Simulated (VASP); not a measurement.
# TaN (P4/nmm) in VASP: single point with PBE+U

Aim: the single point of TaN with PBE+U.

Program: VASP 6.6.1. These are calculated values, not measurements. Logs are shortened: lines on timing, memory, paths and dates and some standing lists are left out, and cuts for length are marked.

## Step 1: The cell of the first run

The structure is tetragonal, space group P4/nmm (No. 129). The conventional cell has a = 3.399 Å, b = 3.399 Å, c = 4.977 Å, α = 90.00°, β = 90.00°, γ = 90.00°. Within 2.9 Å of Ta (site symmetry -4m2) lie 4 N at 2.16 Å and 4 Ta at 2.40 Å. N (site symmetry 4mm) has 4 Ta at 2.16 Å within 2.9 Å.

## Step 2: Single point, PBE+U, collinear spin, zero start

INCAR

```
SYSTEM = TaN
  PREC = Accurate
  ENCUT = 520
  EDIFF = 1E-6
  ISMEAR = 0
  SIGMA = 0.05
  LREAL = .FALSE.
  LASPH = .TRUE.
  NELM = 150
  ALGO = Normal
  ISIF = 2
  LWAVE = .FALSE.
  LCHARG = .TRUE.
  ISPIN = 2
  MAGMOM = 0 0 0 0
  LORBIT = 11
  LMAXMIX = 4
  LDAU = .TRUE.
  LDAUTYPE = 2
  LDAUL = 2 -1
  LDAUU = 4 0
  LDAUJ = 0 0
  LDAUPRINT = 1
  GGA = PE
  LELF = .TRUE.
  LVHAR = .TRUE.
  NBANDS = 28
```

KPOINTS

```
Automatic mesh
0
G
  6 6 4
  0 0 0
```

POSCAR

```
TaN
1.0
    3.3991219400      0.0000000000      0.0000000000
    0.0000000000      3.3991219400      0.0000000000
    0.0000000000      0.0000000000      4.9769636900
Ta N
2 2
Direct
    0.0000000000      0.0000000000      0.0000000000
    0.5000000000      0.5000000000      0.0000000000
    0.5000000000      0.0000000000      0.2670000000
    0.0000000000      0.5000000000      0.7330000000
```

Potentials or basis: VASP PAW PBE potentials, release 64 (Ta_pv, N).

Command:

```bash
$ cat potpaw_PBE.64/Ta_pv/POTCAR potpaw_PBE.64/N/POTCAR > POTCAR
$ mpirun -np 1 vasp_std > vasp.out
```

OUTCAR:

```text
SYSTEM = TaN
   PREC = Accurate
   ENCUT = 520
   EDIFF = 1E-6
   ISMEAR = 0
   LREAL = .FALSE.
   LASPH = .TRUE.
   NELM = 150
   ISIF = 2
   ISPIN = 2
   LORBIT = 11
   GGA = PE

 ion  position               nearest neighbor table
   1  0.000  0.000  0.000-   3 2.16   4 2.16   4 2.16   3 2.16   2 2.40   2 2.40   2 2.40   2 2.40

   2  0.500  0.500  0.000-   3 2.16   4 2.16   3 2.16   4 2.16   1 2.40   1 2.40   1 2.40   1 2.40

   3  0.500  0.000  0.267-   1 2.16   2 2.16   2 2.16   1 2.16
   4  0.000  0.500  0.733-   1 2.16   2 2.16   1 2.16   2 2.16

  LATTYP: Found a simple tetragonal cell.
 ALAT       =     3.3991219400
 C/A-ratio  =     1.4641909816

  Lattice vectors:

 A1 = (   3.3991219400,   0.0000000000,   0.0000000000)
 A2 = (   0.0000000000,   3.3991219400,   0.0000000000)
 A3 = (   0.0000000000,   0.0000000000,   4.9769636900)

Analysis of symmetry for initial positions (statically):
=====================================================================
 Subroutine PRICEL returns:
 Original cell was already a primitive cell.

 Routine SETGRP: Setting up the symmetry group for a
 simple tetragonal supercell.

 Subroutine GETGRP returns: Found 16 space group operations
 (whereof  8 operations were pure point group operations)
 out of a pool of 16 trial point group operations.

The static configuration has the point symmetry D_2d.
 The point group associated with its full space group is D_4h.

Analysis of symmetry for dynamics (positions and initial velocities):
=====================================================================
 Subroutine PRICEL returns:
 Original cell was already a primitive cell.

 Routine SETGRP: Setting up the symmetry group for a
 simple tetragonal supercell.

 Subroutine GETGRP returns: Found 16 space group operations
 (whereof  8 operations were pure point group operations)
 out of a pool of 16 trial point group operations.

The dynamic configuration has the point symmetry D_2d.
 The point group associated with its full space group is D_4h.

Analysis of structural, dynamic, and magnetic symmetry:
=====================================================================
 Subroutine PRICEL returns:
 Original cell was already a primitive cell.

 Routine SETGRP: Setting up the symmetry group for a
 simple tetragonal supercell.

 Subroutine GETGRP returns: Found 16 space group operations
 (whereof  8 operations were pure point group operations)
 out of a pool of 16 trial point group operations.

The overall configuration has the point symmetry D_2d.
 The point group associated with its full space group is D_4h.

 Subroutine INISYM returns: Found 16 space group operations
 (whereof  8 operations are pure point group operations),
 and found     1 'primitive' translations

----------------------------------------------------------------------------------------

                                     Primitive cell

  volume of cell :      57.5040

  direct lattice vectors                    reciprocal lattice vectors
     3.399121940  0.000000000  0.000000000     0.294193623  0.000000000  0.000000000
     0.000000000  3.399121940  0.000000000     0.000000000  0.294193623  0.000000000
     0.000000000  0.000000000  4.976963690     0.000000000  0.000000000  0.200925717

  length of vectors
[... 149 lines left out ...]
  0.0000 -0.0000  0.0000  0.0000  0.2591

 occupancies and eigenvectors

  o =  0.1705  v =  0.0000 -0.0000 -1.0000  0.0000  0.0000  0.0000  0.0000  0.0000  0.0000  0.0000      0.0000  0.0000  0.0000  0.0000  0.0000  0.0000  0.0000  0.0000  0.0000  0.0000
  o =  0.1705  v =  0.0000  0.0000  0.0000  0.0000  0.0000  0.0000  0.0000 -1.0000  0.0000  0.0000      0.0000  0.0000  0.0000  0.0000  0.0000  0.0000  0.0000  0.0000  0.0000  0.0000
  o =  0.2560  v =  0.0000  0.9999 -0.0000 -0.0140  0.0000  0.0000  0.0000  0.0000  0.0000  0.0000      0.0000  0.0000  0.0000  0.0000  0.0000  0.0000  0.0000  0.0000  0.0000  0.0000
  o =  0.2560  v =  0.0000 -0.0140 -0.0000 -0.9999  0.0000  0.0000  0.0000  0.0000  0.0000  0.0000      0.0000  0.0000  0.0000  0.0000  0.0000  0.0000  0.0000  0.0000  0.0000  0.0000
  o =  0.2560  v =  0.0000  0.0000  0.0000  0.0000  0.0000  0.0000  1.0000  0.0000 -0.0067 -0.0000      0.0000  0.0000  0.0000  0.0000  0.0000  0.0000  0.0000  0.0000  0.0000  0.0000
  o =  0.2560  v =  0.0000  0.0000  0.0000  0.0000  0.0000  0.0000  0.0067  0.0000  1.0000  0.0000      0.0000  0.0000  0.0000  0.0000  0.0000  0.0000  0.0000  0.0000  0.0000  0.0000
  o =  0.2591  v =  0.0000  0.0000  0.0000  0.0000  0.0000  0.0000  0.0000  0.0000 -0.0000  1.0000      0.0000  0.0000  0.0000  0.0000  0.0000  0.0000  0.0000  0.0000  0.0000  0.0000
  o =  0.2591  v =  0.0000 -0.0000  0.0000  0.0000  1.0000  0.0000  0.0000  0.0000  0.0000  0.0000      0.0000  0.0000  0.0000  0.0000  0.0000  0.0000  0.0000  0.0000  0.0000  0.0000
  o =  0.4424  v =  1.0000  0.0000  0.0000  0.0000  0.0000  0.0000  0.0000  0.0000  0.0000  0.0000      0.0000  0.0000  0.0000  0.0000  0.0000  0.0000  0.0000  0.0000  0.0000  0.0000
  o =  0.4424  v =  0.0000  0.0000  0.0000  0.0000  0.0000  1.0000  0.0000  0.0000  0.0000  0.0000      0.0000  0.0000  0.0000  0.0000  0.0000  0.0000  0.0000  0.0000  0.0000  0.0000

atom =   2  type =  1  l = 2

 onsite density matrix

spin component  1

  0.4424  0.0000 -0.0000  0.0000  0.0000
  0.0000  0.2560  0.0000  0.0000 -0.0000
 -0.0000  0.0000  0.1705 -0.0000 -0.0000
  0.0000  0.0000 -0.0000  0.2560  0.0000
  0.0000 -0.0000 -0.0000  0.0000  0.2591

spin component  2

  0.4424  0.0000  0.0000  0.0000  0.0000
  0.0000  0.2560  0.0000 -0.0000 -0.0000
  0.0000  0.0000  0.1705  0.0000 -0.0000
  0.0000 -0.0000  0.0000  0.2560 -0.0000
  0.0000 -0.0000 -0.0000 -0.0000  0.2591

 occupancies and eigenvectors

  o =  0.1705  v =  0.0000  0.0000  1.0000  0.0000 -0.0000  0.0000  0.0000  0.0000  0.0000  0.0000      0.0000  0.0000  0.0000  0.0000  0.0000  0.0000  0.0000  0.0000  0.0000  0.0000
  o =  0.1705  v =  0.0000  0.0000  0.0000  0.0000  0.0000  0.0000 -0.0000  1.0000  0.0000  0.0000      0.0000  0.0000  0.0000  0.0000  0.0000  0.0000  0.0000  0.0000  0.0000  0.0000
  o =  0.2560  v =  0.0000 -0.5121  0.0000 -0.8589  0.0000  0.0000  0.0000  0.0000  0.0000  0.0000      0.0000  0.0000  0.0000  0.0000  0.0000  0.0000  0.0000  0.0000  0.0000  0.0000
  o =  0.2560  v =  0.0000  0.8589 -0.0000 -0.5121 -0.0000  0.0000  0.0000  0.0000  0.0000  0.0000      0.0000  0.0000  0.0000  0.0000  0.0000  0.0000  0.0000  0.0000  0.0000  0.0000
  o =  0.2560  v =  0.0000  0.0000  0.0000  0.0000  0.0000  0.0000 -0.6617 -0.0000  0.7498  0.0000      0.0000  0.0000  0.0000  0.0000  0.0000  0.0000  0.0000  0.0000  0.0000  0.0000
  o =  0.2560  v =  0.0000  0.0000  0.0000  0.0000  0.0000  0.0000 -0.7498  0.0000 -0.6617  0.0000      0.0000  0.0000  0.0000  0.0000  0.0000  0.0000  0.0000  0.0000  0.0000  0.0000
  o =  0.2591  v =  0.0000  0.0000  0.0000  0.0000  0.0000  0.0000  0.0000 -0.0000  0.0000  1.0000      0.0000  0.0000  0.0000  0.0000  0.0000  0.0000  0.0000  0.0000  0.0000  0.0000
  o =  0.2591  v =  0.0000  0.0000  0.0000  0.0000  1.0000  0.0000  0.0000  0.0000  0.0000  0.0000      0.0000  0.0000  0.0000  0.0000  0.0000  0.0000  0.0000  0.0000  0.0000  0.0000
  o =  0.4424  v =  1.0000  0.0000  0.0000  0.0000  0.0000  0.0000  0.0000  0.0000  0.0000  0.0000      0.0000  0.0000  0.0000  0.0000  0.0000  0.0000  0.0000  0.0000  0.0000  0.0000
  o =  0.4424  v =  0.0000  0.0000  0.0000  0.0000  0.0000  1.0000  0.0000  0.0000  0.0000  0.0000      0.0000  0.0000  0.0000  0.0000  0.0000  0.0000  0.0000  0.0000  0.0000  0.0000

 number of electron      32.0000000 magnetization       0.0000076

 Free energy of the ion-electron system (eV)
  ---------------------------------------------------
  ext. energy  EPLUGINS =         0.00000000
  ---------------------------------------------------
  free energy    TOTEN  =       -28.18250210 eV

  energy without entropy =      -28.17859232  energy(sigma->0) =      -28.18054721

 E-fermi :   4.1562     XC(G=0): -11.0852

 val. band max:        4.1539319959   @ k =   0.1667   0.1667   0.0000
 cond. band min:       4.1580221566   @ k =   0.3333   0.3333   0.2500
 fundamental gap:      0.0040901607
 Fermi energy:         4.1562045112

 spin component 1

 k-point     1 :       0.0000    0.0000    0.0000
  band No.  band energies     occupation
      1     -32.2598      1.00000
      2     -32.2598      1.00000
      3     -31.2358      1.00000
      4     -30.2418      1.00000
      5     -29.3852      1.00000
      6     -29.3852      1.00000
[... 1481 lines left out ...]
     27      13.9558      0.00000
     28      13.9558      0.00000

 [... further k-points ...]

------------------------ aborting loop because EDIFF is reached ----------------------------------------

  FORCE on cell =-STRESS in cart. coord.  units (eV):
  Direction    XX          YY          ZZ          XY          YZ          ZX
  --------------------------------------------------------------------------------------
  -------------------------------------------------------------------------------------
  Total       29.1423815     29.1423815     -5.5198964      0.0000000      0.0000000      0.0000000
  in kB      811.9656564    811.9656564   -153.7954712      0.0000000      0.0000000      0.0000000
  external PRESSURE =     490.0452805 kB  Pullay stress =       0.0000000 kB

 VOLUME and BASIS-vectors are now :
 -----------------------------------------------------------------------------
  energy-cutoff  :      520.00
  volume of cell :       57.50
      direct lattice vectors                 reciprocal lattice vectors
     3.399121940  0.000000000  0.000000000     0.294193623  0.000000000  0.000000000
     0.000000000  3.399121940  0.000000000     0.000000000  0.294193623  0.000000000
     0.000000000  0.000000000  4.976963690     0.000000000  0.000000000  0.200925717

 POSITION                                       TOTAL-FORCE (eV/Angst)
 -----------------------------------------------------------------------------------
      0.00000      0.00000      0.00000         0.000000     -0.000000      0.000000
      1.69956      1.69956      0.00000        -0.000000      0.000000      0.000000
      1.69956      0.00000      1.32885         0.000000      0.000000     -2.251330
      0.00000      1.69956      3.64811         0.000000     -0.000000      2.251330
 -----------------------------------------------------------------------------------
    total drift:                                0.000000      0.000000     -0.000000

  FREE ENERGIE OF THE ION-ELECTRON SYSTEM (eV)
  ---------------------------------------------------
  free  energy   TOTEN  =       -28.1825020962 eV

  energy  without entropy=      -28.1785923247  energy(sigma->0) =      -28.18054721

 total charge

# of ion       s       p       d       tot
------------------------------------------
    1        0.398   6.306   2.710   9.414
    2        0.398   6.306   2.710   9.414
    3        1.280   2.371   0.000   3.652
    4        1.280   2.371   0.000   3.652
--------------------------------------------------
tot          3.356  17.355   5.420  26.131

 magnetization (x)

# of ion       s       p       d       tot
------------------------------------------
    1        0.000  -0.000   0.000   0.000
    2        0.000  -0.000   0.000   0.000
    3       -0.000   0.000   0.000  -0.000
    4       -0.000   0.000   0.000  -0.000
--------------------------------------------------
tot         -0.000   0.000   0.000   0.000
```

Wall time 80 s (1 thread of Intel Xeon 6975P-C, shared host); peak memory 0.24 GiB.

What came out:

```yaml
Free_energy: -28.1825 eV
Pressure: 49.0 GPa
Largest_force: 2.251 eV/Å
Band_gap_on_the_k_mesh: zero (filled and empty bands overlap)
Net_moment: 0.00 μB per cell
Valence_electrons_inside_the_program's_atomic_spheres: Ta 9.41; N 3.65
```

Forces on the atoms (eV/Å):
```
Ta   0.000  0.000  0.000
Ta   0.000  0.000  0.000
N    0.000  0.000 -2.251
N    0.000  0.000  2.251
```

Levels at points of the mesh, in eV from the Fermi level:
Spin up:
| k point | band 13 | band 14 | band 15 | band 16 | band 17 | band 18 | band 19 | band 20 |
| --- | --- | --- | --- | --- | --- | --- | --- | --- |
| (0.00, 0.00, 0.00) | -4.85 | -2.33 | -2.33 | 0.23 | 1.26 | 2.23 | 3.73 | 5.47 |
| (0.50, 0.00, 0.00) | -3.47 | -3.47 | -0.07 | -0.07 | 0.92 | 0.92 | 2.90 | 2.90 |
| (0.50, 0.50, 0.00) | -2.56 | -2.56 | -1.65 | -1.65 | -0.31 | -0.31 | 3.73 | 3.73 |
| (0.00, 0.00, 0.50) | -4.85 | -2.05 | -2.05 | 1.22 | 1.44 | 1.98 | 4.16 | 5.34 |
| (0.50, 0.00, 0.50) | -3.56 | -3.56 | 0.12 | 0.12 | 0.91 | 0.91 | 2.84 | 2.84 |
| (0.50, 0.50, 0.50) | -2.40 | -2.40 | -1.25 | -1.25 | -0.94 | -0.94 | 3.31 | 3.31 |
Spin down:
```csv
k point,band 13,band 14,band 15,band 16,band 17,band 18,band 19,band 20
"(0.00, 0.00, 0.00)",-4.85,-2.33,-2.33,0.23,1.26,2.23,3.73,5.47
"(0.50, 0.00, 0.00)",-3.47,-3.47,-0.07,-0.07,0.92,0.92,2.90,2.90
"(0.50, 0.50, 0.00)",-2.56,-2.56,-1.65,-1.65,-0.31,-0.31,3.73,3.73
"(0.00, 0.00, 0.50)",-4.85,-2.05,-2.05,1.22,1.44,1.98,4.16,5.34
"(0.50, 0.00, 0.50)",-3.56,-3.56,0.12,0.12,0.91,0.91,2.84,2.84
"(0.50, 0.50, 0.50)",-2.40,-2.40,-1.25,-1.25,-0.94,-0.94,3.31,3.31
```

Eigenvalues of the final occupation matrices:
| site | spin | trace | eigenvalues |
| --- | --- | --- | --- |
| site 1 d | 1 | 1.38 | 0.17 0.26 0.26 0.26 0.44 |
| site 1 d | 2 | 1.38 | 0.17 0.26 0.26 0.26 0.44 |
| site 2 d | 1 | 1.38 | 0.17 0.26 0.26 0.26 0.44 |
| site 2 d | 2 | 1.38 | 0.17 0.26 0.26 0.26 0.44 |

Caveat: spin-orbit coupling is left out, which moves the levels of the heavy elements; forces of over 1 eV/Å act on the atoms, so gaps and moduli don't describe the material at rest.
